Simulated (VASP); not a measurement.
**HfO2: relaxation of cell and atoms with PBE**

HfO2:

```
CELL_PARAMETERS angstrom
5.21946 0.00000 0.00000
0.00000 5.00476 0.00000
0.00000 0.00000 5.03269
ATOMIC_POSITIONS crystal
Hf 0.03301 0.26748 0.24144
Hf 0.46699 0.26748 0.74144
Hf 0.53301 0.73252 0.24144
Hf 0.96699 0.73252 0.74144
O 0.36787 0.07135 0.37927
O 0.13213 0.07135 0.87927
O 0.73395 0.46012 0.49229
O 0.76605 0.46012 0.99229
O 0.26605 0.53988 0.99229
O 0.23395 0.53988 0.49229
O 0.86787 0.92865 0.37927
O 0.63213 0.92865 0.87927
```

| Quantity | Value |
| --- | --- |
| Program | VASP 6.6.1 |
| Task | relaxation of cell and atoms |
| Functional | PBE |
| Potentials or basis | VASP PAW PBE potentials, release 64 (Hf_pv, O) |
| Cutoff | 600 eV |
| k mesh | 4 × 4 × 4 |
| Occupations | gaussian, width 0.01 eV |
| Spin | no spin polarisation |
| Dipole correction | no |
| Further INCAR settings | ALGO = Normal; EDIFF = 1e-07; IBRION = 2; EDIFFG = -0.003; NSW = 80; ISIF = 3 |

```json
{
  "Relaxed volume": "11.24 Å³/atom",
  "Relaxed cell": "a = 5.266 Å, b = 5.046 Å, c = 5.077 Å, α = 90.00°, β = 90.00°, γ = 90.00°",
  "Space group after relaxing (to 0.1 Å)": "Pca2_1 (No. 29)",
  "Energy gained by relaxing": "5.2 meV/atom",
  "Ionic steps": "26",
  "Pressure after relaxing": "0.0 GPa",
  "Band gap on the k mesh": "4.40 eV (least direct gap 4.61 eV)"
}
```

The path:
| step | energy change (eV) | largest force (eV/Å) | pressure (GPa) | volume (Å³) |
| --- | --- | --- | --- | --- |
| 1 | 0.0000 | 0.0681 | 6.08 | 131.46 |
| 2 | 0.0779 | 0.2334 | -8.34 | 139.53 |
| 3 | -0.0575 | 0.0782 | -0.04 | 134.58 |
| 4 | -0.0575 | 0.0762 | 0.07 | 134.51 |
| 5 | -0.0583 | 0.0553 | 0.07 | 134.58 |
| 6 | -0.0583 | 0.0487 | 0.07 | 134.57 |
| 7 | -0.0590 | 0.0325 | -0.07 | 134.68 |
| 8 | -0.0594 | 0.0497 | -0.32 | 134.90 |
| 9 | -0.0598 | 0.0533 | -0.16 | 134.84 |
| 10 | -0.0601 | 0.0609 | 0.11 | 134.74 |
| 11 | -0.0602 | 0.0630 | 0.19 | 134.71 |
| 12 | -0.0606 | 0.0461 | 0.11 | 134.77 |
| 13 | -0.0611 | 0.0330 | -0.06 | 134.91 |
| 14 | -0.0613 | 0.0226 | -0.04 | 134.90 |
| 15 | -0.0615 | 0.0256 | -0.02 | 134.90 |
| 16 | -0.0615 | 0.0368 | -0.01 | 134.89 |
| 17 | -0.0617 | 0.0112 | 0.04 | 134.88 |
| 18 | -0.0617 | 0.0116 | 0.06 | 134.87 |
| 19 | -0.0617 | 0.0091 | -0.06 | 134.94 |
| 20 | -0.0617 | 0.0089 | -0.08 | 134.95 |
| 21 | -0.0618 | 0.0058 | -0.02 | 134.92 |
| 22 | -0.0618 | 0.0063 | -0.01 | 134.91 |
| 23 | -0.0618 | 0.0066 | -0.01 | 134.91 |
| 24 | -0.0618 | 0.0042 | 0.02 | 134.90 |
| 25 | -0.0618 | 0.0054 | 0.04 | 134.89 |
| 26 | -0.0618 | 0.0019 | -0.02 | 134.92 |

Final structure:
```
CELL_PARAMETERS angstrom
5.26626 0.00000 0.00000
0.00000 5.04628 0.00000
0.00000 0.00000 5.07699
ATOMIC_POSITIONS crystal
Hf 0.03302 0.26666 0.24007
Hf 0.46698 0.26666 0.74007
Hf 0.53302 0.73334 0.24007
Hf 0.96698 0.73334 0.74007
O 0.36560 0.06824 0.38262
O 0.13440 0.06824 0.88262
O 0.73047 0.46226 0.49031
O 0.76953 0.46226 0.99031
O 0.26953 0.53774 0.99031
O 0.23047 0.53774 0.49031
O 0.86560 0.93176 0.38262
O 0.63440 0.93176 0.88262
```

Levels at points of the mesh, in eV from the valence-band top:
```tsv
k point	band 42	band 43	band 44	band 45	band 46	band 47
(0.00, 0.00, 0.00)	-0.22	-0.10	0.00	4.84	5.08	5.24
(0.50, 0.00, 0.00)	-0.70	-0.40	-0.40	5.10	5.10	5.52
(0.00, 0.50, 0.00)	-0.43	-0.18	-0.14	4.47	4.81	4.90
(0.50, 0.50, 0.00)	-0.67	-0.48	-0.48	4.64	4.64	5.06
(0.00, 0.00, 0.50)	-0.37	-0.27	-0.27	4.56	4.56	5.20
(0.50, 0.00, 0.50)	-0.70	-0.70	-0.70	5.09	5.09	5.09
(0.00, 0.50, 0.50)	-0.98	-0.36	-0.36	4.48	4.48	4.84
(0.50, 0.50, 0.50)	-0.85	-0.85	-0.85	4.60	4.60	4.60
```

It took 28 min on 1 thread of AMD EPYC 9R45 96-Core Processor (Zen 5), with other jobs on the host, peak memory 0.33 GiB.

Caveat: spin-orbit coupling is left out, which moves the levels of the heavy elements. A k mesh can miss the band edges.
